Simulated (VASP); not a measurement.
# AlN (NiAs type) (P6_3/mmc) in VASP: further runs, part 2 of 2

VASP 6.6.1.

## (4) Single point, PBE

This run uses another cell than the first one, of 6.64 Å³/atom, 1.112 times its volume.

INCAR reads:

```
PREC     = Accurate       # precision mode
ENCUT    = 520            # plane-wave cutoff, eV
EDIFF    = 1E-7           # SCF threshold, eV
ISMEAR   = -1             # smearing method
SIGMA    = 0.08           # smearing width, eV
LREAL    = False          # projectors in reciprocal space
LASPH    = True           # aspherical terms in the spheres
NELM     = 100            # most SCF steps
ALGO     = Normal         # electronic algorithm
ISIF     = 2              # what is computed and relaxed
LWAVE    = False          # write WAVECAR
LCHARG   = False          # write CHGCAR
GGA      = PE             # functional
NBANDS   = 16             # bands
```

KPOINTS reads:

```
regular mesh
0
Gamma
  13 13 7
```

POSCAR reads:

```
AlN
1.0
    2.9224690451      0.0000000000      0.0000000000
   -1.4612345226      2.5309324349      0.0000000000
    0.0000000000      0.0000000000      3.5926506972
Al N
2 2
Direct
    0.3333333333      0.6666666667     -0.0620002857
    0.6666666667      0.3333333333      0.4379997143
    0.3333333333      0.6666666667      0.4380002857
    0.6666666667      0.3333333333      0.9380002857
```

Potentials or basis: VASP PAW PBE potentials, release 64 (Al, N).

Command:

```
$ cat potpaw_PBE.64/Al/POTCAR potpaw_PBE.64/N/POTCAR > POTCAR
$ mpirun -np 1 vasp_std > vasp.out
```

OUTCAR:

```text
PREC = Accurate
   ENCUT = 520
   EDIFF = 1E-7
   ISMEAR = -1
   LREAL = False
   LASPH = True
   NELM = 100
   ISIF = 2
   GGA = PE

 ion  position               nearest neighbor table
   1  0.333  0.667  0.938-   4 1.69   4 1.69   4 1.69   3 1.80   3 1.80   2 2.46   2 2.46   2 2.46
                             2 2.46   2 2.46   2 2.46
   2  0.667  0.333  0.438-   3 1.69   3 1.69   3 1.69   4 1.80   4 1.80   1 2.46   1 2.46   1 2.46
                             1 2.46   1 2.46   1 2.46
   3  0.333  0.667  0.438-   2 1.69   2 1.69   2 1.69   1 1.80   1 1.80
   4  0.667  0.333  0.938-   1 1.69   1 1.69   1 1.69   2 1.80   2 1.80

  LATTYP: Found a hexagonal cell.
 ALAT       =     2.9224690451
 C/A-ratio  =     1.2293203595

  Lattice vectors:

 A1 = (   2.9224690451,   0.0000000000,   0.0000000000)
 A2 = (  -1.4612345226,   2.5309324349,   0.0000000000)
 A3 = (   0.0000000000,   0.0000000000,   3.5926506972)

Analysis of symmetry for initial positions (statically):
=====================================================================
 Subroutine PRICEL returns:
 Original cell was already a primitive cell.

 Routine SETGRP: Setting up the symmetry group for a
 hexagonal supercell.

 Subroutine GETGRP returns: Found 24 space group operations
 (whereof  6 operations were pure point group operations)
 out of a pool of 24 trial point group operations.

The static configuration has the point symmetry C_3v.
 The point group associated with its full space group is D_6h.

Analysis of symmetry for dynamics (positions and initial velocities):
=====================================================================
 Subroutine PRICEL returns:
 Original cell was already a primitive cell.

 Routine SETGRP: Setting up the symmetry group for a
 hexagonal supercell.

 Subroutine GETGRP returns: Found 24 space group operations
 (whereof  6 operations were pure point group operations)
 out of a pool of 24 trial point group operations.

The dynamic configuration has the point symmetry C_3v.
 The point group associated with its full space group is D_6h.

 Subroutine INISYM returns: Found 24 space group operations
 (whereof  6 operations are pure point group operations),
 and found     1 'primitive' translations

----------------------------------------------------------------------------------------

                                     Primitive cell

  volume of cell :      26.5733

  direct lattice vectors                    reciprocal lattice vectors
     2.922469045  0.000000000  0.000000000     0.342176422  0.197555649  0.000000000
    -1.461234523  2.530932435  0.000000000     0.000000000  0.395111298  0.000000000
     0.000000000  0.000000000  3.592650697     0.000000000  0.000000000  0.278346014

  length of vectors
     2.922469045  2.922469045  3.592650697     0.395111298  0.395111298  0.278346014

  position of ions in fractional coordinates (direct lattice)
     0.333333333  0.666666667  0.937999714
     0.666666667  0.333333333  0.437999714
     0.333333333  0.666666667  0.438000286
     0.666666667  0.333333333  0.938000286

  ion indices of the primitive-cell ions
   primitive index   ion index
                 1           1
                 2           2
                 3           3
                 4           4

----------------------------------------------------------------------------------------

 KPOINTS: regular mesh

Automatic generation of k-mesh.
 Grid dimensions read from file:
 generate k-points for:   13   13    7

 Generating k-lattice:

  Cartesian coordinates                     Fractional coordinates (reciprocal lattice)
     0.026321263  0.015196588  0.000000000     0.076923077  0.000000000  0.000000000
     0.000000000  0.030393177  0.000000000     0.000000000  0.076923077  0.000000000
     0.000000000  0.000000000  0.039763716     0.000000000  0.000000000  0.142857143

  Length of vectors
     0.030393177  0.030393177  0.039763716

  Shift w.r.t. Gamma in fractional coordinates (k-lattice)
     0.000000000  0.000000000  0.000000000

 Subroutine IBZKPT returns following result:
 ===========================================

 Found     84 irreducible k-points:

 Following reciprocal coordinates:
            Coordinates               Weight
  0.000000  0.000000  0.000000      1.000000
  0.076923  0.000000  0.000000      6.000000
  0.153846  0.000000  0.000000      6.000000
  0.230769  0.000000  0.000000      6.000000
  0.307692  0.000000  0.000000      6.000000
  0.384615  0.000000  0.000000      6.000000
[... 16 lines left out ...]
  0.076923  0.000000  0.142857     12.000000
  0.153846  0.000000  0.142857     12.000000
 [... further k-points ...]
   k-points           NKPTS =     84   k-points in BZ     NKDIM =     84   number of bands    NBANDS=     16
   number of dos      NEDOS =    301   number of ions     NIONS =      4
   total plane-waves  NPLWV =  16128
   dimension x,y,z NGX =    24 NGY =   24 NGZ =   28
   dimension x,y,z NGXF=    48 NGYF=   48 NGZF=   56
   ions per type =               2   2
   NGX,Y,Z   is equivalent  to a cutoff of  13.65, 13.65, 12.96 a.u.
   NGXF,Y,Z  is equivalent  to a cutoff of  27.31, 27.31, 25.91 a.u.
 SYSTEM =  unknown system
   PREC   = accura    normal or accurate (medium, high low for compatibility)
   ISTART =      0    job   : 0-new  1-cont  2-samecut
   ICHARG =      2    charge: 1-file 2-atom 10-const
   ISPIN  =      1    spin polarized calculation?
   LNONCOLLINEAR =      F non collinear calculations
   LSORBIT =      F    spin-orbit coupling
   LASPH  =      T    aspherical Exc in radial PAW
   ENCUT  =  520.0 eV  38.22 Ry    6.18 a.u.   5.43  5.43  6.68*2*pi/ulx,y,z
   NELM   =    100;   NELMIN=  2; NELMDL= -5     # of ELM steps
   EDIFF  = 0.1E-06   stopping-criterion for ELM
   LREAL  =      F    real-space projection
   EDIFFG = 0.1E-05   stopping-criterion for IOM
   NSW    =      0    number of steps for IOM
   IBRION =     -1    ionic relax: 0-MD 1-quasi-New 2-CG
   NFREE  =      0    steps in history (QN), initial steepest desc. (CG)
   ISIF   =      2    stress and relaxation
   ISYM   =      2    0-nonsym 1-usesym 2-fastsym
   POTIM  = 0.5000    time-step for ionic-motion
   TEBEG  =    0.0;   TEEND  =   0.0 temperature during run
   PSTRESS=    0.0 pullay stress
   NELECT =      16.0000    total number of electrons
   NUPDOWN=      -1.0000    fix difference up-down
   EMIN   =  10.00;   EMAX   =-10.00  energy-range for DOS
   EFERMI =   0.00;   METHOD = LEGACY
   ISMEAR =    -1;   SIGMA  =   0.08  broadening in eV -4-tet -1-fermi 0-gaus
   EFERMI_NEDOS =   21; number of points for ismear=-14 and -15
   IALGO  =     38    algorithm
   IMIX   =      4    mixing-type and parameters
     AMIX     =   0.40;   BMIX     =  1.00
     AMIX_MAG =   1.60;   BMIX_MAG =  1.00
  volume/ion in A,a.u.               =       6.64        44.83
  Fermi-wavevector in a.u.,A,eV,Ry     =   1.382398  2.612353 26.001052  1.911023
  Thomas-Fermi vector in A             =   2.507093
   LORBIT       =      0    0 simple, 1 ext, 2 COOP (PROOUT), +10 PAW based schemes
   GGA     = PE    functional components
   LHFCALC =     F    Hartree Fock is set to
   AEXX    =    0.0000 exact exchange contribution
   IVDW    =     0    specifies the selected vdW correction
   LEPSILON=     F    determine dielectric tensor
   LRPA    =     F    only Hartree local field effects (RPA)
 non-spin polarized calculation
  energy-cutoff  :      520.00
  volume of cell :       26.57
 maximum number of plane-waves:       745
 NGX is ok and might be reduce to    24
   NGX = 11   NGY = 11   NGZ = 13

 number of electron      15.9999999 magnetization

 Free energy of the ion-electron system (eV)
  ---------------------------------------------------
  ext. energy  EPLUGINS =         0.00000000
  ---------------------------------------------------
  free energy    TOTEN  =       -23.92908886 eV

  energy without entropy =      -23.92908886  energy(sigma->0) =      -23.92908886

 E-fermi :  14.7208     XC(G=0): -13.0756

 val. band max:       13.2859635785   @ k =   0.0000   0.0000   0.0000
 cond. band min:      17.9124294196   @ k =   0.3077   0.3077   0.0000
 fundamental gap:      4.6264658411
 Fermi energy:        14.7208302265

 k-point     1 :       0.0000    0.0000    0.0000
  band No.  band energies     occupation
      1      -7.1077      2.00000
      2      -1.0147      2.00000
      3       3.8157      2.00000
      4       8.6097      2.00000
      5       8.6097      2.00000
      6      10.7745      2.00000
[... 433 lines left out ...]
      3       4.6504      2.00000
      4       7.8324      2.00000
      5       8.2447      2.00000
      6       9.7587      2.00000
[... 8 lines left out ...]
     15      27.3804      0.00000
     16      28.6107      0.00000

 [... further k-points ...]
[... 5 lines left out ...]
  --------------------------------------------------------------------------------------
  -------------------------------------------------------------------------------------
  Total       30.1501988     30.1501988     30.1502688     -0.0000000     -0.0000000     -0.0000000
  in kB     1817.8385026   1817.8385027   1817.8427225     -0.0000000     -0.0000000     -0.0000000
  external PRESSURE =    1817.8399093 kB  Pullay stress =       0.0000000 kB

 VOLUME and BASIS-vectors are now :
 -----------------------------------------------------------------------------
  energy-cutoff  :      520.00
  volume of cell :       26.57
      direct lattice vectors                 reciprocal lattice vectors
     2.922469045  0.000000000  0.000000000     0.342176422  0.197555649  0.000000000
    -1.461234523  2.530932435  0.000000000     0.000000000  0.395111298  0.000000000
     0.000000000  0.000000000  3.592650697     0.000000000  0.000000000  0.278346014

 POSITION                                       TOTAL-FORCE (eV/Angst)
 -----------------------------------------------------------------------------------
     -0.00000      1.68729      3.36991         0.000000      0.000000      0.000000
      1.46123      0.84364      1.57358        -0.000000     -0.000000      0.000000
     -0.00000      1.68729      1.57358        -0.000000      0.000000     -0.000000
      1.46123      0.84364      3.36991         0.000000     -0.000000      0.000000
 -----------------------------------------------------------------------------------
    total drift:                               -0.000000      0.000000     -0.002896

  FREE ENERGIE OF THE ION-ELECTRON SYSTEM (eV)
  ---------------------------------------------------
  free  energy   TOTEN  =       -23.9290888560 eV

  energy  without entropy=      -23.9290888559  energy(sigma->0) =      -23.92908886
```

Wall time 27 s (1 thread of Intel Xeon 6975P-C (Granite Rapids), shared host); peak memory 0.16 GiB.

What came out:

```
Free energy            : -23.9291 eV
Pressure               : 181.8 GPa
Band gap on the k mesh : 4.63 eV, indirect (least direct gap 5.98 eV)
```

Levels at points of the mesh, in eV from the valence-band top:
```
           k point  band 4  band 5  band 6  band 7  band 8  band 9  band 10  band 11  band 12  band 13
(0.00, 0.00, 0.00)   -4.68   -4.68   -2.51   -2.51    0.00    5.98     8.04    10.68    10.68    13.14
```

A k mesh can miss the band edges. PBE gaps usually lie below the measured ones, often by a third to a half.

## (5) Single point, PBE

This run uses another cell than the first one, of 6.64 Å³/atom, 1.112 times its volume.

INCAR reads:

```
SYSTEM = AlN
ALGO     = Normal         ! electronic algorithm
EDIFF    = 1E-6           ! SCF threshold, eV
ENCUT    = 520            ! plane-wave cutoff, eV
GGA      = PE             ! functional
ISIF     = 2              ! what is computed and relaxed
ISMEAR   = -1             ! smearing method
LASPH    = .True.         ! aspherical terms in the spheres
LCHARG   = .False.        ! write CHGCAR
LREAL    = .False.        ! projectors in reciprocal space
LWAVE    = .False.        ! write WAVECAR
NBANDS   = 16             ! bands
NELM     = 60             ! most SCF steps
PREC     = Accurate       ! precision mode
SIGMA    = 0.08           ! smearing width, eV
```

KPOINTS reads:

```
k-points
0
Gamma
  13 13 7
  0 0 0
```

POSCAR is that of step 4.

Potentials or basis: VASP PAW PBE potentials, release 64 (Al, N).

Command:

```
$ cat potpaw_PBE.64/Al/POTCAR potpaw_PBE.64/N/POTCAR > POTCAR
$ mpirun -np 1 vasp_std > vasp.out
```

OUTCAR:

```text
SYSTEM = AlN
   EDIFF = 1E-6
   ENCUT = 520
   GGA = PE
   ISIF = 2
   ISMEAR = -1
   LASPH = .True.
   LREAL = .False.
   NELM = 60
   PREC = Accurate

 ion  position               nearest neighbor table
   1  0.333  0.667  0.938-   4 1.69   4 1.69   4 1.69   3 1.80   3 1.80   2 2.46   2 2.46   2 2.46
                             2 2.46   2 2.46   2 2.46
   2  0.667  0.333  0.438-   3 1.69   3 1.69   3 1.69   4 1.80   4 1.80   1 2.46   1 2.46   1 2.46
                             1 2.46   1 2.46   1 2.46
   3  0.333  0.667  0.438-   2 1.69   2 1.69   2 1.69   1 1.80   1 1.80
   4  0.667  0.333  0.938-   1 1.69   1 1.69   1 1.69   2 1.80   2 1.80

  LATTYP: Found a hexagonal cell.
 ALAT       =     2.9224690451
 C/A-ratio  =     1.2293203595

  Lattice vectors:

 A1 = (   2.9224690451,   0.0000000000,   0.0000000000)
 A2 = (  -1.4612345226,   2.5309324349,   0.0000000000)
 A3 = (   0.0000000000,   0.0000000000,   3.5926506972)

Analysis of symmetry for initial positions (statically):
=====================================================================
 Subroutine PRICEL returns:
 Original cell was already a primitive cell.

 Routine SETGRP: Setting up the symmetry group for a
 hexagonal supercell.

 Subroutine GETGRP returns: Found 24 space group operations
[... 170 lines left out ...]

 E-fermi :  14.7208     XC(G=0): -13.0756

 val. band max:       13.2857444143   @ k =   0.0000   0.0000   0.0000
 cond. band min:      17.9125941037   @ k =   0.3077   0.3077   0.0000
 fundamental gap:      4.6268496894
 Fermi energy:        14.7207808760

 k-point     1 :       0.0000    0.0000    0.0000
  band No.  band energies     occupation
      1      -7.1078      2.00000
      2      -1.0149      2.00000
      3       3.8157      2.00000
      4       8.6096      2.00000
      5       8.6096      2.00000
      6      10.7743      2.00000
[... 433 lines left out ...]
      3       4.6503      2.00000
      4       7.8323      2.00000
      5       8.2446      2.00000
      6       9.7585      2.00000
[... 8 lines left out ...]
     15      27.3805      0.00000
     16      28.6108      0.00000

 [... further k-points ...]
[... 5 lines left out ...]
  --------------------------------------------------------------------------------------
  -------------------------------------------------------------------------------------
  Total       30.1525351     30.1525351     30.1534442     -0.0000000     -0.0000000      0.0000000
  in kB     1817.9793618   1817.9793619   1818.0341726     -0.0000000     -0.0000000      0.0000000
  external PRESSURE =    1817.9976321 kB  Pullay stress =       0.0000000 kB

 VOLUME and BASIS-vectors are now :
 -----------------------------------------------------------------------------
  energy-cutoff  :      520.00
  volume of cell :       26.57
      direct lattice vectors                 reciprocal lattice vectors
     2.922469045  0.000000000  0.000000000     0.342176422  0.197555649  0.000000000
    -1.461234523  2.530932435  0.000000000     0.000000000  0.395111298  0.000000000
     0.000000000  0.000000000  3.592650697     0.000000000  0.000000000  0.278346014

 POSITION                                       TOTAL-FORCE (eV/Angst)
 -----------------------------------------------------------------------------------
     -0.00000      1.68729      3.36991         0.000000      0.000000     -0.000000
      1.46123      0.84364      1.57358        -0.000000      0.000000     -0.000000
     -0.00000      1.68729      1.57358         0.000000     -0.000000     -0.000000
      1.46123      0.84364      3.36991        -0.000000      0.000000      0.000000
 -----------------------------------------------------------------------------------
    total drift:                               -0.000000      0.000000     -0.002896

  FREE ENERGIE OF THE ION-ELECTRON SYSTEM (eV)
  ---------------------------------------------------
  free  energy   TOTEN  =       -23.9290888980 eV

  energy  without entropy=      -23.9290888979  energy(sigma->0) =      -23.92908890
```

Wall time 21 s (1 thread of Intel Xeon 6975P-C (Granite Rapids), shared host); peak memory 0.15 GiB.

Results:

```yaml
Free_energy: -23.9291 eV
Pressure: 181.8 GPa
Band_gap_on_the_k_mesh: 4.63 eV, indirect (least direct gap 5.98 eV)
```

A k mesh can miss the band edges.
